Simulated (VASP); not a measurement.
# LaHfSb3 (Pm-3m) in VASP: a series of runs

The runs below take LaHfSb3 through relaxation of cell and atoms, single point, with PBE.

Everything below comes from runs of VASP 6.6.1. Logs are shortened: lines on timing, memory, paths and dates and some standing lists are left out, and cuts for length are marked.

### Step 1. The cell of the first run

The structure is cubic, space group Pm-3m (No. 221). The conventional cell has a = 5.018 Å, b = 5.018 Å, c = 5.018 Å, α = 90.00°, β = 90.00°, γ = 90.00°. La (site symmetry m-3m) has 6 Sb at 2.51 Å within 3.3 Å. Hf (site symmetry m-3m) has 12 Sb at 3.55 Å and 8 La at 4.35 Å within 4.7 Å. Within 3.3 Å of Sb (site symmetry 4/mmm) lie 2 La at 2.51 Å.

The cell was generated, and may not be a known phase.

### Step 2. Relaxation of cell and atoms, PBE

Input file INCAR:

```
SYSTEM = LaHfSb3
PREC = Accurate ; ENCUT = 600
EDIFF = 1E-7 ; ISMEAR = 0
SIGMA = 0.1 ; LREAL = .False.
LASPH = .True. ; NELM = 100
ALGO = Normal ; ISIF = 3
LWAVE = .False. ; LCHARG = .False.
GGA = PE ; IBRION = 2
NSW = 90 ; EDIFFG = -0.04
```

Input file KPOINTS:

```
regular mesh
0
Gamma
  4 4 4
  0 0 0
```

Input file POSCAR:

```
LaHfSb3
1.0
    5.0184228000      0.0000000000      0.0000000000
    0.0000000000      5.0184228000      0.0000000000
    0.0000000000      0.0000000000      5.0184228000
La Hf Sb
1 1 3
Direct
    0.5000000000      0.5000000000      0.5000000000
    0.0000000000      0.0000000000      0.0000000000
    0.0000000000      0.5000000000      0.5000000000
    0.5000000000      0.0000000000      0.5000000000
    0.5000000000      0.5000000000      0.0000000000
```

Potentials or basis: VASP PAW PBE potentials, release 64 (La, Hf_pv, Sb).

Command:

```bash
$ cat potpaw_PBE.64/La/POTCAR potpaw_PBE.64/Hf_pv/POTCAR potpaw_PBE.64/Sb/POTCAR > POTCAR
$ mpirun -np 1 vasp_std > vasp.out
```

OUTCAR:

```text
SYSTEM = LaHfSb3
   PREC = Accurate
   ENCUT = 600
   EDIFF = 1E-7
   ISMEAR = 0
   LREAL = .False.
   LASPH = .True.
   NELM = 100
   ISIF = 3
   GGA = PE
   IBRION = 2
   NSW = 90
   EDIFFG = -0.04

 ion  position               nearest neighbor table
   1  0.500  0.500  0.500-   3 2.51   4 2.51   5 2.51   5 2.51   4 2.51   3 2.51
   2  0.000  0.000  0.000-   3 3.55   4 3.55   5 3.55   3 3.55   4 3.55   3 3.55   5 3.55   3 3.55
                             4 3.55   5 3.55   4 3.55   5 3.55
   3  0.000  0.500  0.500-   1 2.51   1 2.51   4 3.55   5 3.55   2 3.55   5 3.55   2 3.55   4 3.55
                             2 3.55   2 3.55   4 3.55   5 3.55   5 3.55   4 3.55
   4  0.500  0.000  0.500-   1 2.51   1 2.51   3 3.55   5 3.55   2 3.55   5 3.55   2 3.55   3 3.55
                             5 3.55   5 3.55   2 3.55   3 3.55   2 3.55   3 3.55
   5  0.500  0.500  0.000-   1 2.51   1 2.51   3 3.55   4 3.55   2 3.55   3 3.55   4 3.55   2 3.55
                             4 3.55   4 3.55   2 3.55   3 3.55   3 3.55   2 3.55

  LATTYP: Found a simple cubic cell.
 ALAT       =     5.0184228000

  Lattice vectors:

 A1 = (   5.0184228000,   0.0000000000,   0.0000000000)
 A2 = (   0.0000000000,   5.0184228000,   0.0000000000)
 A3 = (   0.0000000000,   0.0000000000,   5.0184228000)

Analysis of symmetry for initial positions (statically):
=====================================================================
 Subroutine PRICEL returns:
 Original cell was already a primitive cell.

 Routine SETGRP: Setting up the symmetry group for a
 simple cubic supercell.

 Subroutine GETGRP returns: Found 48 space group operations
 (whereof 48 operations were pure point group operations)
 out of a pool of 48 trial point group operations.

The static configuration has the point symmetry O_h .

Analysis of symmetry for dynamics (positions and initial velocities):
=====================================================================
 Subroutine PRICEL returns:
 Original cell was already a primitive cell.

 Routine SETGRP: Setting up the symmetry group for a
 simple cubic supercell.

 Subroutine GETGRP returns: Found 48 space group operations
 (whereof 48 operations were pure point group operations)
 out of a pool of 48 trial point group operations.

The dynamic configuration has the point symmetry O_h .

 Subroutine INISYM returns: Found 48 space group operations
 (whereof 48 operations are pure point group operations),
 and found     1 'primitive' translations

----------------------------------------------------------------------------------------

                                     Primitive cell

  volume of cell :     126.3868

  direct lattice vectors                    reciprocal lattice vectors
     5.018422800  0.000000000  0.000000000     0.199265793  0.000000000  0.000000000
     0.000000000  5.018422800  0.000000000     0.000000000  0.199265793  0.000000000
     0.000000000  0.000000000  5.018422800     0.000000000  0.000000000  0.199265793

  length of vectors
     5.018422800  5.018422800  5.018422800     0.199265793  0.199265793  0.199265793

  position of ions in fractional coordinates (direct lattice)
     0.500000000  0.500000000  0.500000000
     0.000000000  0.000000000  0.000000000
     0.000000000  0.500000000  0.500000000
     0.500000000  0.000000000  0.500000000
     0.500000000  0.500000000  0.000000000

  ion indices of the primitive-cell ions
   primitive index   ion index
                 1           1
                 2           2
                 3           3
                 4           4
                 5           5

----------------------------------------------------------------------------------------

 KPOINTS: regular mesh

Automatic generation of k-mesh.
 Grid dimensions read from file:
 generate k-points for:    4    4    4

 Generating k-lattice:

  Cartesian coordinates                     Fractional coordinates (reciprocal lattice)
     0.049816448  0.000000000  0.000000000     0.250000000  0.000000000  0.000000000
     0.000000000  0.049816448  0.000000000     0.000000000  0.250000000  0.000000000
     0.000000000  0.000000000  0.049816448     0.000000000  0.000000000  0.250000000

  Length of vectors
     0.049816448  0.049816448  0.049816448

  Shift w.r.t. Gamma in fractional coordinates (k-lattice)
     0.000000000  0.000000000  0.000000000

 Subroutine IBZKPT returns following result:
 ===========================================

 Found     10 irreducible k-points:

 Following reciprocal coordinates:
            Coordinates               Weight
  0.000000  0.000000  0.000000      1.000000
  0.250000  0.000000  0.000000      6.000000
  0.500000  0.000000  0.000000      3.000000
  0.250000  0.250000  0.000000     12.000000
  0.500000  0.250000  0.000000     12.000000
  0.500000  0.500000  0.000000      3.000000
  0.250000  0.250000  0.250000      8.000000
  0.500000  0.250000  0.250000     12.000000
  0.500000  0.500000  0.250000      6.000000
  0.500000  0.500000  0.500000      1.000000
   k-points           NKPTS =     10   k-points in BZ     NKDIM =     10   number of bands    NBANDS=     22
   number of dos      NEDOS =    301   number of ions     NIONS =      5
   total plane-waves  NPLWV =  64000
   dimension x,y,z NGX =    40 NGY =   40 NGZ =   40
   dimension x,y,z NGXF=    80 NGYF=   80 NGZF=   80
   ions per type =               1   1   3
   NGX,Y,Z   is equivalent  to a cutoff of  13.25, 13.25, 13.25 a.u.
   NGXF,Y,Z  is equivalent  to a cutoff of  26.50, 26.50, 26.50 a.u.
 SYSTEM =  LaHfSb3
   PREC   = accura    normal or accurate (medium, high low for compatibility)
   ISTART =      0    job   : 0-new  1-cont  2-samecut
   ICHARG =      2    charge: 1-file 2-atom 10-const
   ISPIN  =      1    spin polarized calculation?
   LNONCOLLINEAR =      F non collinear calculations
   LSORBIT =      F    spin-orbit coupling
   LASPH  =      T    aspherical Exc in radial PAW
   ENCUT  =  600.0 eV  44.10 Ry    6.64 a.u.  10.02 10.02 10.02*2*pi/ulx,y,z
   NELM   =    100;   NELMIN=  2; NELMDL= -5     # of ELM steps
   EDIFF  = 0.1E-06   stopping-criterion for ELM
   LREAL  =      F    real-space projection
   EDIFFG = -.4E-01   stopping-criterion for IOM
   NSW    =     90    number of steps for IOM
   IBRION =      2    ionic relax: 0-MD 1-quasi-New 2-CG
   NFREE  =      1    steps in history (QN), initial steepest desc. (CG)
   ISIF   =      3    stress and relaxation
   ISYM   =      2    0-nonsym 1-usesym 2-fastsym
   POTIM  = 0.5000    time-step for ionic-motion
   TEBEG  =    0.0;   TEEND  =   0.0 temperature during run
   PSTRESS=    0.0 pullay stress
   NELECT =      36.0000    total number of electrons
   NUPDOWN=      -1.0000    fix difference up-down
   EMIN   =  10.00;   EMAX   =-10.00  energy-range for DOS
   EFERMI =   0.00;   METHOD = LEGACY
   ISMEAR =     0;   SIGMA  =   0.10  broadening in eV -4-tet -1-fermi 0-gaus
   EFERMI_NEDOS =   21; number of points for ismear=-14 and -15
   IALGO  =     38    algorithm
   IMIX   =      4    mixing-type and parameters
     AMIX     =   0.40;   BMIX     =  1.00
     AMIX_MAG =   1.60;   BMIX_MAG =  1.00
  volume/ion in A,a.u.               =      25.28       170.58
  Fermi-wavevector in a.u.,A,eV,Ry     =   1.077147  2.035513 15.786108  1.160246
  Thomas-Fermi vector in A             =   2.213051
   LORBIT       =      0    0 simple, 1 ext, 2 COOP (PROOUT), +10 PAW based schemes
   GGA     = PE    functional components
   LHFCALC =     F    Hartree Fock is set to
   AEXX    =    0.0000 exact exchange contribution
   IVDW    =     0    specifies the selected vdW correction
   LEPSILON=     F    determine dielectric tensor
   LRPA    =     F    only Hartree local field effects (RPA)
 conjugate gradient relaxation of ions
 non-spin polarized calculation
 Gauss-broadening in eV      SIGMA  =   0.10
  energy-cutoff  :      600.00
  volume of cell :      126.39
 maximum number of plane-waves:      4238
   NGX = 21   NGY = 21   NGZ = 21

--------------------------------------- Ionic step        1  -------------------------------------------

 number of electron      35.9999998 magnetization

 Free energy of the ion-electron system (eV)
  ---------------------------------------------------
  ext. energy  EPLUGINS =         0.00000000
  ---------------------------------------------------
  free energy    TOTEN  =       -16.35952670 eV

  energy without entropy =      -16.33205411  energy(sigma->0) =      -16.34579040

 E-fermi :   8.7509     XC(G=0): -10.5014

 val. band max:        8.7249679079   @ k =   0.0000   0.0000   0.0000
 cond. band min:       8.8242258987   @ k =   0.5000   0.5000   0.0000
 fundamental gap:      0.0992579908
 Fermi energy:         8.7508578954

 k-point     1 :       0.0000    0.0000    0.0000
  band No.  band energies     occupation
      1     -23.7605      2.00000
      2     -23.7605      2.00000
      3     -23.7605      2.00000
      4     -23.0660      2.00000
      5      -8.1794      2.00000
      6      -8.1794      2.00000
[... 14 lines left out ...]
     21       8.7250      1.28574
     22       8.7250      1.28574
[... 284 lines left out ...]
 POSITION                                       TOTAL-FORCE (eV/Angst)
 -----------------------------------------------------------------------------------
      3.21248      3.21248      3.21248        -0.000000     -0.000000      0.000000
      0.00000      0.00000      0.00000         0.000000      0.000000      0.000000
     -0.00000      3.21248      3.21248         0.000000      0.000000      0.000000
      3.21248     -0.00000      3.21248         0.000000      0.000000      0.000000
      3.21248      3.21248     -0.00000         0.000000      0.000000      0.000000
 -----------------------------------------------------------------------------------
    total drift:                                0.000000      0.000000     -0.000000

  FREE ENERGIE OF THE ION-ELECTRON SYSTEM (eV)
  ---------------------------------------------------
  free  energy   TOTEN  =       -20.8272570466 eV

  energy  without entropy=      -20.7626286694  energy(sigma->0) =      -20.79494286

--------------------------------------- Ionic step        3  -------------------------------------------

 number of electron      36.0000003 magnetization

 Free energy of the ion-electron system (eV)
  ---------------------------------------------------
  ext. energy  EPLUGINS =         0.00000000
  ---------------------------------------------------
  free energy    TOTEN  =       -22.12129932 eV

  energy without entropy =      -22.10077711  energy(sigma->0) =      -22.11103822

 E-fermi :   4.0900     XC(G=0):  -8.6209

 val. band max:        4.0325382257   @ k =   0.2500   0.2500   0.0000
 cond. band min:       4.1917390732   @ k =   0.5000   0.2500   0.2500
 fundamental gap:      0.1592008474
 Fermi energy:         4.0899899887

 k-point     1 :       0.0000    0.0000    0.0000
  band No.  band energies     occupation
      1     -29.1620      2.00000
      2     -29.1620      2.00000
      3     -29.1620      2.00000
      4     -27.6463      2.00000
      5     -11.8066      2.00000
      6     -11.8066      2.00000
[... 14 lines left out ...]
     21       4.2582      0.01737
     22       4.2582      0.01737
[... 245 lines left out ...]
 POSITION                                       TOTAL-FORCE (eV/Angst)
 -----------------------------------------------------------------------------------
      2.91470      2.91470      2.91470        -0.000000     -0.000000      0.000000
      0.00000      0.00000      0.00000         0.000000      0.000000      0.000000
     -0.00000      2.91470      2.91470         0.000000      0.000000      0.000000
      2.91470     -0.00000      2.91470         0.000000      0.000000      0.000000
      2.91470      2.91470     -0.00000         0.000000      0.000000      0.000000
 -----------------------------------------------------------------------------------
    total drift:                                0.000000      0.000000     -0.000000

  FREE ENERGIE OF THE ION-ELECTRON SYSTEM (eV)
  ---------------------------------------------------
  free  energy   TOTEN  =       -22.1212993249 eV

  energy  without entropy=      -22.1007771120  energy(sigma->0) =      -22.11103822

 reached required accuracy - stopping structural energy minimisation
```

It took 5.5 min on 1 thread of Oxide Virtual Turin-like, shared host; peak memory 0.25 GiB.

Results:

```yaml
Free_energy: -22.1213 eV
Relaxed_volume: 39.62 Å³/atom
Relaxed_cell: a = 5.829 Å, b = 5.829 Å, c = 5.829 Å, α = 90.00°, β = 90.00°, γ = 90.00°
Space_group_after_relaxing_to_0.1_Å: Pm-3m (No. 221)
Energy_gained_by_relaxing: 1152.4 meV/atom
Ionic_steps: 3
Pressure_after_relaxing: 0.0 GPa
Band_gap_on_the_k_mesh: zero (bands 18 and 19 overlap by 0.54 eV)
```

The path:
```
step  energy change (eV)  largest force (eV/Å)  pressure (GPa)  volume (Å³)
   1              0.0000                0.0000           36.82       126.39
   2             -4.4677                0.0000           -4.62       265.22
   3             -5.7618                0.0000            0.03       198.09
```

Final structure:
```
La Hf Sb
1.0
     5.82941    0.00000    0.00000
     0.00000    5.82941    0.00000
     0.00000    0.00000    5.82941
La Hf Sb
1 1 3
Direct
  0.50000 0.50000 0.50000
  0.00000 0.00000 0.00000
  0.00000 0.50000 0.50000
  0.50000 0.00000 0.50000
  0.50000 0.50000 0.00000
```

Caveat: the volume moved by over 15 % at a fixed basis, so the end points are rough; the highest band is partly filled, so the run has too few bands; spin-orbit coupling is left out, which moves the levels of the heavy elements.

[end of part 1 of 2]

The gap in the log of VASP goes by the Fermi energy; the results here count the filled bands.